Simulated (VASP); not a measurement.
# TlBr (Pm-3m) in VASP: further runs, part 2 of 2

VASP 6.6.1.

**3. Single point, r2SCAN**

This run uses another cell than the first one, of 25.41 Å³/atom, 1.066 times its volume.

Input file POSCAR:

```
TlBr
1.0
    3.7041300014      0.0000000000      0.0000000000
    0.0000000000      3.7041300014      0.0000000000
    0.0000000000      0.0000000000      3.7041300014
Tl Br
1 1
Direct
    0.0000000000      0.0000000000      0.0000000000
    0.5000000000      0.5000000000      0.5000000000
```

Input file INCAR.step1:

```
SYSTEM = TlBr
PREC     = Accurate       ! precision mode
ENCUT    = 550            ! plane-wave cutoff, eV
ISMEAR   = 0              ! smearing method
SIGMA    = 0.01           ! smearing width, eV
LREAL    = .FALSE.        ! projectors in reciprocal space
LASPH    = .TRUE.         ! aspherical terms in the spheres
NELM     = 120            ! most SCF steps
NBANDS   = 17             ! bands
GGA      = PE             ! functional
ALGO     = Normal         ! electronic algorithm
EDIFF    = 1E-5           ! SCF threshold, eV
LWAVE    = .TRUE.         ! write WAVECAR
LCHARG   = .FALSE.        ! write CHGCAR
GGA_COMPAT= .FALSE.
```

Input file INCAR.step2:

```
SYSTEM = TlBr
PREC     = Accurate       ! precision mode
ENCUT    = 550            ! plane-wave cutoff, eV
EDIFF    = 1E-6           ! SCF threshold, eV
ISMEAR   = 0              ! smearing method
SIGMA    = 0.01           ! smearing width, eV
LREAL    = .FALSE.        ! projectors in reciprocal space
LASPH    = .TRUE.         ! aspherical terms in the spheres
NELM     = 120            ! most SCF steps
ALGO     = Normal         ! electronic algorithm
ISIF     = 2              ! what is computed and relaxed
LWAVE    = .FALSE.        ! write WAVECAR
LCHARG   = .FALSE.        ! write CHGCAR
METAGGA  = R2SCAN         ! meta-GGA
LMIXTAU  = .TRUE.       
NBANDS   = 17             ! bands
ISTART   = 1            
GGA_COMPAT= .FALSE.
```

Input file KPOINTS:

```
Automatic mesh
0
G
  6 6 6
  0 0 0
```

Potentials or basis: VASP PAW PBE potentials, release 64 (Tl_d, Br).

Launch:

```console
$ cat potpaw_PBE.64/Tl_d/POTCAR potpaw_PBE.64/Br/POTCAR > POTCAR
$ cp INCAR.step1 INCAR
$ mpirun -np 1 vasp_std > vasp.out
$ cp INCAR.step2 INCAR
$ mpirun -np 1 vasp_std > vasp.out
```

OUTCAR:

```text
SYSTEM = TlBr
   PREC = Accurate
   ENCUT = 550
   EDIFF = 1E-6
   ISMEAR = 0
   LREAL = .FALSE.
   LASPH = .TRUE.
   NELM = 120
   ISIF = 2
   METAGGA = R2SCAN
   ISTART = 1

 ion  position               nearest neighbor table
   1  0.000  0.000  0.000-   2 3.21   2 3.21   2 3.21   2 3.21   2 3.21   2 3.21   2 3.21   2 3.21

   2  0.500  0.500  0.500-   1 3.21   1 3.21   1 3.21   1 3.21   1 3.21   1 3.21   1 3.21   1 3.21

  LATTYP: Found a simple cubic cell.
 ALAT       =     3.7041300014

  Lattice vectors:

 A1 = (   3.7041300014,   0.0000000000,   0.0000000000)
 A2 = (   0.0000000000,   3.7041300014,   0.0000000000)
 A3 = (   0.0000000000,   0.0000000000,   3.7041300014)

Analysis of symmetry for initial positions (statically):
=====================================================================
 Subroutine PRICEL returns:
 Original cell was already a primitive cell.

 Routine SETGRP: Setting up the symmetry group for a
 simple cubic supercell.

 Subroutine GETGRP returns: Found 48 space group operations
 (whereof 48 operations were pure point group operations)
 out of a pool of 48 trial point group operations.

The static configuration has the point symmetry O_h .

Analysis of symmetry for dynamics (positions and initial velocities):
=====================================================================
 Subroutine PRICEL returns:
 Original cell was already a primitive cell.

 Routine SETGRP: Setting up the symmetry group for a
 simple cubic supercell.

 Subroutine GETGRP returns: Found 48 space group operations
 (whereof 48 operations were pure point group operations)
 out of a pool of 48 trial point group operations.

The dynamic configuration has the point symmetry O_h .

 Subroutine INISYM returns: Found 48 space group operations
[... 106 lines left out ...]
   EFERMI =   0.00;   METHOD = LEGACY
   ISMEAR =     0;   SIGMA  =   0.01  broadening in eV -4-tet -1-fermi 0-gaus
   EFERMI_NEDOS =   21; number of points for ismear=-14 and -15
   IALGO  =     38    algorithm
   IMIX   =      4    mixing-type and parameters
     AMIX     =   0.40;   BMIX     =  1.00
     AMIX_MAG =   1.60;   BMIX_MAG =  1.00
  volume/ion in A,a.u.               =      25.41       171.48
  Fermi-wavevector in a.u.,A,eV,Ry     =   1.199680  2.267066 19.581929  1.439231
  Thomas-Fermi vector in A             =   2.335536
   LORBIT       =      0    0 simple, 1 ext, 2 COOP (PROOUT), +10 PAW based schemes
   METAGGA = R2SCAN    functional components
   LHFCALC =     F    Hartree Fock is set to
   AEXX    =    0.0000 exact exchange contribution
   IVDW    =     0    specifies the selected vdW correction
   LEPSILON=     F    determine dielectric tensor
   LRPA    =     F    only Hartree local field effects (RPA)
 non-spin polarized calculation
 Gauss-broadening in eV      SIGMA  =   0.01
  energy-cutoff  :      550.00
  volume of cell :       50.82
 maximum number of plane-waves:      1503
   NGX = 15   NGY = 15   NGZ = 15

 number of electron      20.0000003 magnetization

 Free energy of the ion-electron system (eV)
  ---------------------------------------------------
  ext. energy  EPLUGINS =         0.00000000
  ---------------------------------------------------
  free energy    TOTEN  =       -68.05634843 eV

  energy without entropy =      -68.05634843  energy(sigma->0) =      -68.05634843

 E-fermi :   4.9468     XC(G=0): -10.5440

 val. band max:        4.8536762312   @ k =   0.5000   0.0000   0.0000
 cond. band min:       6.2125762801   @ k =   0.5000   0.5000   0.5000
 fundamental gap:      1.3589000488
 Fermi energy:         4.9468443522

 k-point     1 :       0.0000    0.0000    0.0000
  band No.  band energies     occupation
      1     -11.0435      2.00000
      2      -6.3729      2.00000
      3      -6.3729      2.00000
      4      -6.0404      2.00000
      5      -6.0404      2.00000
      6      -6.0404      2.00000
[... 377 lines left out ...]
      4      -6.3533      2.00000
      5      -5.9272      2.00000
      6      -5.9272      2.00000
[... 9 lines left out ...]
     16      20.0064      0.00000
     17      22.8643      0.00000

------------------------ aborting loop because EDIFF is reached ----------------------------------------

  FORCE on cell =-STRESS in cart. coord.  units (eV):
  Direction    XX          YY          ZZ          XY          YZ          ZX
  --------------------------------------------------------------------------------------
  -------------------------------------------------------------------------------------
  Total        3.1617135      3.1617135      3.1617135      0.0000000     -0.0000000     -0.0000000
  in kB       99.6722905     99.6722905     99.6722905      0.0000000     -0.0000000     -0.0000000
  external PRESSURE =      99.6722905 kB  Pullay stress =       0.0000000 kB

 VOLUME and BASIS-vectors are now :
 -----------------------------------------------------------------------------
  energy-cutoff  :      550.00
  volume of cell :       50.82
      direct lattice vectors                 reciprocal lattice vectors
     3.704130001  0.000000000  0.000000000     0.269968926  0.000000000  0.000000000
     0.000000000  3.704130001  0.000000000     0.000000000  0.269968926  0.000000000
     0.000000000  0.000000000  3.704130001     0.000000000  0.000000000  0.269968926

 POSITION                                       TOTAL-FORCE (eV/Angst)
 -----------------------------------------------------------------------------------
      0.00000      0.00000      0.00000         0.000000      0.000000      0.000000
      1.85207      1.85207      1.85207         0.000000      0.000000      0.000000
 -----------------------------------------------------------------------------------
    total drift:                               -0.000000      0.000000      0.000000

  FREE ENERGIE OF THE ION-ELECTRON SYSTEM (eV)
  ---------------------------------------------------
  free  energy   TOTEN  =       -68.0563484288 eV

  energy  without entropy=      -68.0563484288  energy(sigma->0) =      -68.05634843
```

OSZICAR.step1:

```text
N       E                     dE             d eps       ncg     rms          rms(c)
DAV:   1     0.100167404534E+03    0.10017E+03   -0.10296E+04   712   0.110E+03
DAV:   2    -0.218147731360E+01   -0.10235E+03   -0.99817E+02   867   0.241E+02
DAV:   3    -0.529153704701E+01   -0.31101E+01   -0.31026E+01   774   0.366E+01
DAV:   4    -0.530736498093E+01   -0.15828E-01   -0.15827E-01   900   0.310E+00
DAV:   5    -0.530751545630E+01   -0.15048E-03   -0.15047E-03   796   0.281E-01    0.483E+00
DAV:   6    -0.515923476061E+01    0.14828E+00   -0.22701E-01   730   0.273E+00    0.289E+00
DAV:   7    -0.514587152872E+01    0.13363E-01   -0.84561E-02   794   0.147E+00    0.112E+00
DAV:   8    -0.514608645916E+01   -0.21493E-03   -0.99460E-03   776   0.700E-01    0.134E-01
DAV:   9    -0.514600849999E+01    0.77959E-04   -0.46728E-04   760   0.162E-01    0.375E-02
DAV:  10    -0.514605125635E+01   -0.42756E-04   -0.98714E-05   783   0.590E-02    0.144E-02
DAV:  11    -0.514605539349E+01   -0.41371E-05   -0.22058E-05   658   0.361E-02
   1 F= -.51460554E+01 E0= -.51460554E+01  d E =-.182372E-12
```

It took 48 s on 1 thread of Intel Xeon 6975P-C (Granite Rapids), shared host; peak memory 0.17 GiB.

Results:

```
Free energy            : -68.0563 eV
Pressure               : 10.0 GPa
Band gap on the k mesh : 1.36 eV, indirect (least direct gap 1.64 eV)
```

Levels at points of the mesh, in eV from the valence-band top:
| k point | band 7 | band 8 | band 9 | band 10 | band 11 | band 12 | band 13 | band 14 |
| --- | --- | --- | --- | --- | --- | --- | --- | --- |
| (0.00, 0.00, 0.00) | -5.24 | -2.56 | -2.56 | -2.56 | 6.76 | 6.76 | 8.45 | 8.45 |
| (0.50, 0.00, 0.00) | -7.30 | -1.76 | -1.76 | 0.00 | 1.64 | 5.92 | 5.92 | 7.53 |
| (0.50, 0.50, 0.00) | -4.81 | -4.81 | -4.42 | -1.72 | 5.39 | 5.39 | 8.08 | 8.44 |
| (0.50, 0.50, 0.50) | -3.28 | -3.28 | -3.28 | -2.84 | 1.36 | 1.36 | 1.36 | 15.15 |

Caveat: the PAW data sets were made with another functional, which shifts forces and pressure a little; spin-orbit coupling is left out, which moves the levels of the heavy elements. A k mesh can miss the band edges.

**4. Single point, r2SCAN**

This run uses another cell than the first one, of 26.66 Å³/atom, 1.118 times its volume.

Input file POSCAR:

```
TlBr
1.0
    3.7638330401      0.0000000000      0.0000000000
    0.0000000000      3.7638330401      0.0000000000
    0.0000000000      0.0000000000      3.7638330401
Tl Br
1 1
Direct
    0.0000000000      0.0000000000      0.0000000000
    0.5000000000      0.5000000000      0.5000000000
```

Input file INCAR.step1:

```
SYSTEM = TlBr
ALGO = Normal
EDIFF = 1E-5
ENCUT = 550
GGA = PE
GGA_COMPAT = .FALSE.
ISMEAR = 0
LASPH = .TRUE.
LCHARG = .FALSE.
LREAL = .FALSE.
LWAVE = .TRUE.
NBANDS = 17
NELM = 120
PREC = Accurate
SIGMA = 0.01
```

Input file INCAR.step2:

```
SYSTEM = TlBr
ALGO = Normal
EDIFF = 1E-6
ENCUT = 550
GGA_COMPAT = .FALSE.
ISIF = 2
ISMEAR = 0
ISTART = 1
LASPH = .TRUE.
LCHARG = .FALSE.
LMIXTAU = .TRUE.
LREAL = .FALSE.
LWAVE = .FALSE.
METAGGA = R2SCAN
NBANDS = 17
NELM = 120
PREC = Accurate
SIGMA = 0.01
```

Input file KPOINTS:

```
k-points
0
G
  6 6 6
  0 0 0
```

Launch:

```console
$ cat potpaw_PBE.64/Tl_d/POTCAR potpaw_PBE.64/Br/POTCAR > POTCAR
$ cp INCAR.step1 INCAR
$ mpirun -np 1 vasp_std > vasp.out
$ cp INCAR.step2 INCAR
$ mpirun -np 1 vasp_std > vasp.out
```

Wall time 60 s (1 thread of Intel Xeon 6975P-C (Granite Rapids), shared host); peak memory 0.18 GiB.

Results (log left out):

- Free energy: -68.1882 eV
- Pressure: 7.0 GPa
- Band gap on the k mesh: 1.66 eV, indirect (least direct gap 1.80 eV)

Levels at points of the mesh, in eV from the valence-band top:
| k point | band 6 | band 7 | band 8 | band 9 | band 10 | band 11 | band 12 | band 13 | band 14 | band 15 |
| --- | --- | --- | --- | --- | --- | --- | --- | --- | --- | --- |
| (0.00, 0.00, 0.00) | -10.72 | -5.08 | -2.26 | -2.26 | -2.26 | 6.97 | 6.97 | 8.29 | 8.29 | 8.29 |
| (0.50, 0.00, 0.00) | -10.70 | -6.87 | -1.54 | -1.54 | 0.00 | 1.80 | 6.03 | 6.03 | 7.80 | 11.24 |
| (0.50, 0.50, 0.00) | -10.62 | -4.35 | -4.35 | -4.22 | -1.48 | 5.38 | 5.38 | 8.16 | 8.32 | 11.02 |
| (0.50, 0.50, 0.50) | -10.62 | -2.97 | -2.97 | -2.97 | -2.79 | 1.66 | 1.66 | 1.66 | 14.83 | 14.83 |

Caveat: the PAW data sets were made with another functional, which shifts forces and pressure a little; spin-orbit coupling is left out, which moves the levels of the heavy elements.

**5. Summary**

| cell | gap on the mesh (eV) | pressure (GPa) |
| --- | --- | --- |
| a = 3.626 Å, 2 atoms | 0.92 | 15.0 |
| a = 3.704 Å, 2 atoms | 1.36 | 10.0 |
| a = 3.764 Å, 2 atoms | 1.66 | 7.0 |

Alike in all rows: task single point; level r2SCAN; potentials or basis VASP PAW PBE potentials, release 64 (Tl_d, Br); no spin polarisation; k mesh 6 × 6 × 6; cutoff (eV) 550; smearing gaussian 0.01 eV.

Caveats: the PAW data sets were made with another functional, which shifts forces and pressure a little; spin-orbit coupling is left out, which moves the levels of the heavy elements.

Absolute energies hang on the potentials; compare differences alone.
